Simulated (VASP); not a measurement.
# Zn7NiO8 (a cell with a defect) in VASP: notebook

Runs on Zn7NiO8 (a cell with a defect). Level: PBEsol. Tasks: single point.

Program: VASP 6.6.1. These are calculated values, not measurements. Logs are shortened: lines on timing, memory, paths and dates and some standing lists are left out, and cuts for length are marked.

**1. The cell of the first run**

The cell holds a defect, 16 atoms: a = 6.460 Å, b = 5.594 Å, c = 5.215 Å, α = 90.00°, β = 90.00°, γ = 90.00°.

**2. Single point, PBEsol, collinear spin, ferromagnetic start**

File INCAR:

```
PREC = Accurate ; ENCUT = 520
EDIFF = 1E-6 ; ISMEAR = -1
SIGMA = 0.05 ; LREAL = Auto
LASPH = T ; NELM = 150
ALGO = Normal ; ISIF = 2
LWAVE = F ; LCHARG = F
ISPIN = 2 ; MAGMOM = 0 0 0 0 0 0 0 3 0 0 0 0 0 0 0 0
LORBIT = 11 ; LMAXMIX = 4
GGA = PS ; NBANDS = 89
NELECT = 143.0 ; ISYM = 0
```

File KPOINTS:

```
Automatic mesh
0
Gamma
  1 1 1
  0.25 0.25 0.25
```

File POSCAR:

```
Zn7NiO8
1.0
    6.4598480000      0.0000000000      0.0000000000
    0.0000000000      5.5943930000      0.0000000000
    0.0000000000      0.0000000000      5.2145190000
Zn Ni O
7 1 8
Direct
    0.2443380000      0.1426210000      0.4907070000
    0.9769730000      0.6672890000      0.5067760000
    0.7581400000      0.1714950000      0.5132860000
    0.0052490000      0.3350710000      0.9779710000
    0.4789800000      0.3369790000      0.0092660000
    0.2599480000      0.8245080000      0.9689020000
    0.7552300000      0.8340690000      0.9721030000
    0.4958640000      0.6861510000      0.4848220000
    0.9986780000      0.3437910000      0.3701150000
    0.4959510000      0.3418270000      0.3934870000
    0.2601250000      0.8297070000      0.3406770000
    0.7297000000      0.7995960000      0.3590860000
    0.2396820000      0.1421790000      0.8748800000
    0.0032460000      0.6808670000      0.8539990000
    0.7827650000      0.1394950000      0.9045440000
    0.4897840000      0.6545330000      0.8381920000
```

Potentials or basis: VASP PAW PBE potentials, release 64 (Zn, Ni, O).

Run with:

```bash
$ cat potpaw_PBE.64/Zn/POTCAR potpaw_PBE.64/Ni/POTCAR potpaw_PBE.64/O/POTCAR > POTCAR
$ mpirun -np 1 vasp_std > vasp.out
```

OUTCAR:

```text
PREC = Accurate
   ENCUT = 520
   EDIFF = 1E-6
   ISMEAR = -1
   LREAL = Auto
   LASPH = T
   NELM = 150
   ISIF = 2
   ISPIN = 2
   LORBIT = 11
   GGA = PS
   NELECT = 143.0
   ISYM = 0

 ion  position               nearest neighbor table
   1  0.244  0.143  0.491-  11 1.92  13 2.00  10 2.03   9 2.04   8 3.03
   2  0.977  0.667  0.507-  14 1.82  12 1.92   9 1.95  11 2.22   7 2.97
   3  0.758  0.171  0.513-   9 1.98  10 2.04  15 2.05  12 2.24   4 3.04   7 3.05
   4  0.005  0.335  0.978-  15 1.85  13 1.94  14 2.04   9 2.05   3 3.04
   5  0.479  0.337  0.009-  16 1.99  10 2.01  13 2.02  15 2.32
   6  0.260  0.825  0.969-  13 1.85  16 1.89  14 1.94  11 1.94   8 3.05
   7  0.755  0.834  0.972-  15 1.75  14 1.92  12 2.03  16 2.11   2 2.97   3 3.05
   8  0.496  0.686  0.485-  12 1.76  16 1.85  11 1.88  10 1.98   1 3.03   6 3.05
   9  0.999  0.344  0.370-   2 1.95   3 1.98   1 2.04   4 2.05
  10  0.496  0.342  0.393-   8 1.98   5 2.01   1 2.03   3 2.04
  11  0.260  0.830  0.341-   8 1.88   1 1.92   6 1.94   2 2.22
  12  0.730  0.800  0.359-   8 1.76   2 1.92   7 2.03   3 2.24
  13  0.240  0.142  0.875-   6 1.85   4 1.94   1 2.00   5 2.02
  14  0.003  0.681  0.854-   2 1.82   7 1.92   6 1.94   4 2.04
  15  0.783  0.139  0.905-   7 1.75   4 1.85   3 2.05   5 2.32
  16  0.490  0.655  0.838-   8 1.85   6 1.89   5 1.99   7 2.11

IMPORTANT INFORMATION: All symmetrisations will be switched off!
NOSYMM: (Re-)initialisation of all symmetry stuff for point group C_1.

----------------------------------------------------------------------------------------

                                     Primitive cell

  volume of cell :     188.4471

  direct lattice vectors                    reciprocal lattice vectors
     6.459848000  0.000000000  0.000000000     0.154802404  0.000000000  0.000000000
     0.000000000  5.594393000  0.000000000     0.000000000  0.178750402  0.000000000
     0.000000000  0.000000000  5.214519000     0.000000000  0.000000000  0.191772242

  length of vectors
     6.459848000  5.594393000  5.214519000     0.154802404  0.178750402  0.191772242

  position of ions in fractional coordinates (direct lattice)
     0.244338000  0.142621000  0.490707000
     0.976973000  0.667289000  0.506776000
     0.758140000  0.171495000  0.513286000
     0.005249000  0.335071000  0.977971000
     0.478980000  0.336979000  0.009266000
     0.259948000  0.824508000  0.968902000
[... 8 lines left out ...]
     0.782765000  0.139495000  0.904544000
     0.489784000  0.654533000  0.838192000

  ion indices of the primitive-cell ions
   primitive index   ion index
                 1           1
                 2           2
                 3           3
                 4           4
                 5           5
                 6           6
[... 8 lines left out ...]
                15          15
                16          16

----------------------------------------------------------------------------------------

 KPOINTS: Automatic mesh

Automatic generation of k-mesh.
 Grid dimensions read from file:
 generate k-points for:    1    1    1

 Generating k-lattice:

  Cartesian coordinates                     Fractional coordinates (reciprocal lattice)
     0.154802404  0.000000000  0.000000000     1.000000000  0.000000000  0.000000000
     0.000000000  0.178750402  0.000000000     0.000000000  1.000000000  0.000000000
     0.000000000  0.000000000  0.191772242     0.000000000  0.000000000  1.000000000

  Length of vectors
     0.154802404  0.178750402  0.191772242

  Shift w.r.t. Gamma in fractional coordinates (k-lattice)
     0.250000000  0.250000000  0.250000000

 Subroutine IBZKPT returns following result:
 ===========================================

 Found      4 irreducible k-points:

 Following reciprocal coordinates:
            Coordinates               Weight
  0.250000  0.250000  0.250000      2.000000
 -0.250000 -0.250000  0.250000      2.000000
 -0.250000  0.250000 -0.250000      2.000000
  0.250000 -0.250000 -0.250000      2.000000
   k-points           NKPTS =      4   k-points in BZ     NKDIM =      4   number of bands    NBANDS=     89
   number of dos      NEDOS =    301   number of ions     NIONS =     16
   total plane-waves  NPLWV =  80640
   dimension x,y,z NGX =    48 NGY =   42 NGZ =   40
   dimension x,y,z NGXF=    96 NGYF=   84 NGZF=   80
   ions per type =               7   1   8
   NGX,Y,Z   is equivalent  to a cutoff of  12.35, 12.48, 12.75 a.u.
   NGXF,Y,Z  is equivalent  to a cutoff of  24.71, 24.96, 25.51 a.u.
 SYSTEM =  unknown system
   PREC   = accura    normal or accurate (medium, high low for compatibility)
   ISTART =      0    job   : 0-new  1-cont  2-samecut
   ICHARG =      2    charge: 1-file 2-atom 10-const
   ISPIN  =      2    spin polarized calculation?
   LNONCOLLINEAR =      F non collinear calculations
   LSORBIT =      F    spin-orbit coupling
   LASPH  =      T    aspherical Exc in radial PAW
   ENCUT  =  520.0 eV  38.22 Ry    6.18 a.u.  12.01 10.40  9.70*2*pi/ulx,y,z
   NELM   =    150;   NELMIN=  2; NELMDL= -5     # of ELM steps
   EDIFF  = 0.1E-05   stopping-criterion for ELM
   LREAL  =      T    real-space projection
   EDIFFG = 0.1E-04   stopping-criterion for IOM
   NSW    =      0    number of steps for IOM
   IBRION =     -1    ionic relax: 0-MD 1-quasi-New 2-CG
   NFREE  =      0    steps in history (QN), initial steepest desc. (CG)
   ISIF   =      2    stress and relaxation
   ISYM   =      0    0-nonsym 1-usesym 2-fastsym
   POTIM  = 0.5000    time-step for ionic-motion
   TEBEG  =    0.0;   TEEND  =   0.0 temperature during run
   PSTRESS=    0.0 pullay stress
   NELECT =     143.0000    total number of electrons
   NUPDOWN=      -1.0000    fix difference up-down
   EMIN   =  10.00;   EMAX   =-10.00  energy-range for DOS
   EFERMI =   0.00;   METHOD = LEGACY
   ISMEAR =    -1;   SIGMA  =   0.05  broadening in eV -4-tet -1-fermi 0-gaus
   EFERMI_NEDOS =   21; number of points for ismear=-14 and -15
   IALGO  =     38    algorithm
   IMIX   =      4    mixing-type and parameters
     AMIX     =   0.40;   BMIX     =  1.00
     AMIX_MAG =   1.60;   BMIX_MAG =  1.00
  volume/ion in A,a.u.               =      11.78        79.48
  Fermi-wavevector in a.u.,A,eV,Ry     =   1.493220  2.821776 30.336973  2.229705
  Thomas-Fermi vector in A             =   2.605648
   LORBIT       =     11    0 simple, 1 ext, 2 COOP (PROOUT), +10 PAW based schemes
   GGA     = PS    functional components
   LHFCALC =     F    Hartree Fock is set to
   AEXX    =    0.0000 exact exchange contribution
   IVDW    =     0    specifies the selected vdW correction
   LEPSILON=     F    determine dielectric tensor
   LRPA    =     F    only Hartree local field effects (RPA)
 spin polarized calculation
  energy-cutoff  :      520.00
  volume of cell :      188.45
 maximum number of plane-waves:      5073
   NGX = 25   NGY = 21   NGZ = 19

 number of electron     143.0000001 magnetization       1.0976830

 Free energy of the ion-electron system (eV)
  ---------------------------------------------------
  ext. energy  EPLUGINS =         0.00000000
  ---------------------------------------------------
  free energy    TOTEN  =       -74.17317372 eV

  energy without entropy =      -74.12510687  energy(sigma->0) =      -74.14914030

 E-fermi :   4.0468     XC(G=0): -11.3447

 val. band max:        4.0111022244   @ k =  -0.2500   0.2500  -0.2500
 cond. band min:       4.0889113044   @ k =  -0.2500  -0.2500   0.2500
 fundamental gap:      0.0778090799
 Fermi energy:         4.0468219687

 spin component 1

 k-point     1 :       0.2500    0.2500    0.2500
  band No.  band energies     occupation
      1     -16.7319      1.00000
      2     -16.3464      1.00000
      3     -16.2585      1.00000
      4     -16.0782      1.00000
      5     -15.8875      1.00000
      6     -15.6899      1.00000
[... 75 lines left out ...]
     82       9.3709      0.00000
     83       9.6264      0.00000

 k-point     2 :      -0.2500   -0.2500    0.2500
  band No.  band energies     occupation
      1     -16.7348      1.00000
      2     -16.3354      1.00000
      3     -16.2652      1.00000
      4     -16.0762      1.00000
      5     -15.8920      1.00000
      6     -15.6900      1.00000
[... 75 lines left out ...]
     82       9.2681      0.00000
     83       9.5188      0.00000

 k-point     3 :      -0.2500    0.2500   -0.2500
  band No.  band energies     occupation
      1     -16.7353      1.00000
      2     -16.3410      1.00000
      3     -16.2468      1.00000
      4     -16.0949      1.00000
      5     -15.8800      1.00000
      6     -15.7128      1.00000
[... 75 lines left out ...]
     82       9.3334      0.00000
     83       9.6619      0.00000

 k-point     4 :       0.2500   -0.2500   -0.2500
  band No.  band energies     occupation
      1     -16.7330      1.00000
      2     -16.3455      1.00000
      3     -16.2563      1.00000
      4     -16.0781      1.00000
      5     -15.8844      1.00000
      6     -15.7126      1.00000
[... 75 lines left out ...]
     82       9.1984      0.00000
     83       9.6742      0.00000
 Fermi energy:         4.0468219687

 spin component 2

 k-point     1 :       0.2500    0.2500    0.2500
  band No.  band energies     occupation
      1     -16.7545      1.00000
      2     -16.3750      1.00000
      3     -16.2735      1.00000
      4     -16.0357      1.00000
      5     -15.8331      1.00000
      6     -15.6588      1.00000
[... 75 lines left out ...]
     82       9.3354      0.00000
     83       9.5979      0.00000

 k-point     2 :      -0.2500   -0.2500    0.2500
  band No.  band energies     occupation
      1     -16.7578      1.00000
      2     -16.3655      1.00000
      3     -16.2762      1.00000
      4     -16.0351      1.00000
      5     -15.8419      1.00000
      6     -15.6545      1.00000
[... 75 lines left out ...]
     82       9.2591      0.00000
     83       9.4904      0.00000

 k-point     3 :      -0.2500    0.2500   -0.2500
  band No.  band energies     occupation
      1     -16.7582      1.00000
      2     -16.3692      1.00000
      3     -16.2648      1.00000
      4     -16.0473      1.00000
      5     -15.8308      1.00000
      6     -15.6755      1.00000
[... 75 lines left out ...]
     82       9.3102      0.00000
     83       9.6434      0.00000

 k-point     4 :       0.2500   -0.2500   -0.2500
  band No.  band energies     occupation
      1     -16.7554      1.00000
      2     -16.3753      1.00000
      3     -16.2705      1.00000
      4     -16.0353      1.00000
      5     -15.8293      1.00000
      6     -15.6797      1.00000
[... 75 lines left out ...]
     82       9.1809      0.00000
     83       9.6467      0.00000
 [bands above 83 left out]

------------------------ aborting loop because EDIFF is reached ----------------------------------------

  FORCE on cell =-STRESS in cart. coord.  units (eV):
  Direction    XX          YY          ZZ          XY          YZ          ZX
  --------------------------------------------------------------------------------------
  -------------------------------------------------------------------------------------
  Total       13.4969980     17.6298552     14.6407627      0.2302363     -1.4908000     -0.5591085
  in kB      114.7514656    149.8890143    124.4757520      1.9574691    -12.6747804     -4.7535400
  external PRESSURE =     129.7054107 kB  Pullay stress =       0.0000000 kB

 VOLUME and BASIS-vectors are now :
 -----------------------------------------------------------------------------
  energy-cutoff  :      520.00
  volume of cell :      188.45
      direct lattice vectors                 reciprocal lattice vectors
     6.459848000  0.000000000  0.000000000     0.154802404  0.000000000  0.000000000
     0.000000000  5.594393000  0.000000000     0.000000000  0.178750402  0.000000000
     0.000000000  0.000000000  5.214519000     0.000000000  0.000000000  0.191772242

 POSITION                                       TOTAL-FORCE (eV/Angst)
 -----------------------------------------------------------------------------------
      1.57839      0.79788      2.55880         0.281752      0.729780     -0.209660
      6.31110      3.73308      2.64259         0.723954      0.168658     -2.153433
      4.89747      0.95941      2.67654        -0.729729     -0.332787     -0.502989
      0.03391      1.87452      5.09965         0.542515      1.008672      0.972967
      3.09414      1.88519      0.04832         0.575268     -0.157715      0.166912
      1.67922      4.61262      5.05236        -0.114691     -0.652252      0.833025
[... 8 lines left out ...]
      5.05654      0.78039      4.71676        -1.821843      2.774065     -1.641317
      3.16393      3.66171      4.37077         1.197704     -0.728360      1.558031
 -----------------------------------------------------------------------------------
    total drift:                                0.005093     -0.004584      0.003220

  FREE ENERGIE OF THE ION-ELECTRON SYSTEM (eV)
  ---------------------------------------------------
  free  energy   TOTEN  =       -74.1731737227 eV

  energy  without entropy=      -74.1251068674  energy(sigma->0) =      -74.14914030

 total charge

# of ion       s       p       d       tot
------------------------------------------
    1        0.485   0.489   9.894  10.869
    2        0.517   0.554   9.917  10.989
    3        0.479   0.419   9.865  10.763
    4        0.493   0.531   9.916  10.940
    5        0.486   0.417   9.864  10.767
    6        0.515   0.609   9.949  11.073
[... 8 lines left out ...]
   15        1.560   3.476   0.000   5.037
   16        1.558   3.442   0.000   5.000
--------------------------------------------------
tot         16.417  31.770  77.779 125.967

 magnetization (x)

# of ion       s       p       d       tot
------------------------------------------
    1       -0.008  -0.002   0.003  -0.008
    2       -0.008  -0.001   0.005  -0.005
    3       -0.014  -0.003   0.002  -0.016
    4       -0.008  -0.003   0.000  -0.010
    5       -0.016  -0.003   0.002  -0.016
    6       -0.005  -0.000   0.004  -0.001
[... 8 lines left out ...]
   15       -0.007  -0.015   0.000  -0.022
   16       -0.002   0.040   0.000   0.038
--------------------------------------------------
tot         -0.101   0.156   1.123   1.178
```

Run time: 3 min. Hardware: 1 thread of Intel Xeon 6975P-C (Granite Rapids), shared host; peak memory 0.38 GiB.

Results:

* Free energy: -74.1732 eV
* Largest force: 3.702 eV/Å
* Net moment: 1.10 μB per cell
* Site moments: Zn -0.01, -0.02, -0.00; Ni +1.14; O -0.02, +0.03, +0.04, +0.06 μB
* Valence electrons inside the program's atomic spheres: Zn 10.87, 10.99, 10.76, 10.94, 10.77, 11.07, 11.03; Ni 9.51; O 4.98, 4.96, 4.99, 5.00, 5.03, 5.04

Forces in eV/Å, atoms in the order of the input:
```
Zn   0.282  0.730 -0.210
Zn   0.724  0.169 -2.153
Zn  -0.730 -0.333 -0.503
Zn   0.543  1.009  0.973
Zn   0.575 -0.158  0.167
Zn  -0.115 -0.652  0.833
Zn  -1.234 -2.702  1.340
Ni  -1.329 -0.519  0.000
O    0.249 -0.616 -0.037
O    0.250 -1.128 -0.374
O   -1.455 -0.061  0.259
O    1.998  1.840 -0.921
O    0.719  1.711 -0.650
O    0.147 -1.335  1.360
O   -1.822  2.774 -1.641
O    1.198 -0.728  1.558
```

Levels at points of the mesh, in eV from the Fermi level:
Spin up:
```csv
k point,band 70,band 71,band 72,band 73,band 74,band 75
"(0.25, 0.25, 0.25)",-1.30,-1.23,-0.87,0.15,1.68,2.22
```
Spin down:
```csv
k point,band 68,band 69,band 70,band 71,band 72,band 73,band 74,band 75
"(0.25, 0.25, 0.25)",-1.04,-0.93,-0.32,-0.13,0.15,0.36,1.65,2.19
```

Caveat: the k points lie up to 1.20 Å⁻¹ apart; the cell carries a net charge on a neutralising background, which shifts energy and pressure; the cell is charged against a uniform background, so pressure and absolute levels hang on convention; the PAW data sets were made with another functional, which shifts forces and pressure a little.

**3. Single point, PBEsol, collinear spin, ferromagnetic start**

File INCAR:

```
SYSTEM = Zn7NiO8
PREC     = Accurate       ! precision mode
ENCUT    = 520            ! plane-wave cutoff, eV
EDIFF    = 1E-6           ! SCF threshold, eV
ISMEAR   = 1              ! smearing method
SIGMA    = 0.05           ! smearing width, eV
LREAL    = Auto         
LASPH    = .True.         ! aspherical terms in the spheres
NELM     = 150            ! most SCF steps
ALGO     = Normal         ! electronic algorithm
ISIF     = 2              ! what is computed and relaxed
LWAVE    = .False.        ! write WAVECAR
LCHARG   = .False.        ! write CHGCAR
ISPIN    = 2              ! spin polarisation
MAGMOM   = 0 0 0 0 0 0 0 3 0 0 0 0 0 0 0 0 ! initial moments
LORBIT   = 11             ! projections on sites
LMAXMIX  = 4              ! l up to which the mixer works
GGA      = PS             ! functional
NELECT   = 143.0        
ISYM     = 0            
NBANDS   = 89             ! bands
```

KPOINTS is that of step 2.

POSCAR is that of step 2.

Potentials or basis: VASP PAW PBE potentials, release 64 (Zn, Ni, O).

Run with:

```bash
$ cat potpaw_PBE.64/Zn/POTCAR potpaw_PBE.64/Ni/POTCAR potpaw_PBE.64/O/POTCAR > POTCAR
$ mpirun -np 1 vasp_std > vasp.out
```

It took 3 min on 1 thread of Intel Xeon 6975P-C (Granite Rapids), shared host; peak memory 0.37 GiB.

The run converged. Its results:

* Free energy: -74.1542 eV
* Largest force: 3.703 eV/Å
* Net moment: 1.00 μB per cell
* Site moments: Zn -0.01, -0.02, -0.00; Ni +1.12; O -0.02, +0.03, +0.04, +0.05, -0.03 μB
* Valence electrons inside the program's atomic spheres: Zn 10.87, 10.99, 10.76, 10.94, 10.77, 11.07, 11.03; Ni 9.51; O 4.98, 4.95, 4.99, 5.00, 5.03, 5.04

Forces on the atoms (eV/Å):
```
Zn   0.285  0.721 -0.215
Zn   0.708  0.177 -2.160
Zn  -0.732 -0.328 -0.507
Zn   0.544  1.010  0.976
Zn   0.578 -0.153  0.168
Zn  -0.123 -0.648  0.834
Zn  -1.236 -2.706  1.343
Ni  -1.333 -0.509  0.048
O    0.244 -0.621 -0.034
O    0.276 -1.106 -0.380
O   -1.505 -0.053  0.209
O    2.024  1.819 -0.889
O    0.713  1.715 -0.660
O    0.141 -1.342  1.356
O   -1.819  2.775 -1.644
O    1.235 -0.749  1.554
```

Levels at points of the mesh, in eV from the Fermi level:
Spin up:
| k point | band 69 | band 70 | band 71 | band 72 | band 73 | band 74 | band 75 | band 76 |
| --- | --- | --- | --- | --- | --- | --- | --- | --- |
| (0.25, 0.25, 0.25) | -1.58 | -1.33 | -1.26 | -0.80 | 0.13 | 1.65 | 2.20 | 2.77 |
Spin down:
| k point | band 67 | band 68 | band 69 | band 70 | band 71 | band 72 | band 73 | band 74 | band 75 | band 76 |
| --- | --- | --- | --- | --- | --- | --- | --- | --- | --- | --- |
| (0.25, 0.25, 0.25) | -3.23 | -1.05 | -0.96 | -0.34 | -0.15 | 0.17 | 0.34 | 1.62 | 2.16 | 2.73 |

Caveat: the k points lie up to 1.20 Å⁻¹ apart; the cell carries a net charge on a neutralising background, which shifts energy and pressure; the cell is charged against a uniform background, so pressure and absolute levels hang on convention; the PAW data sets were made with another functional, which shifts forces and pressure a little.
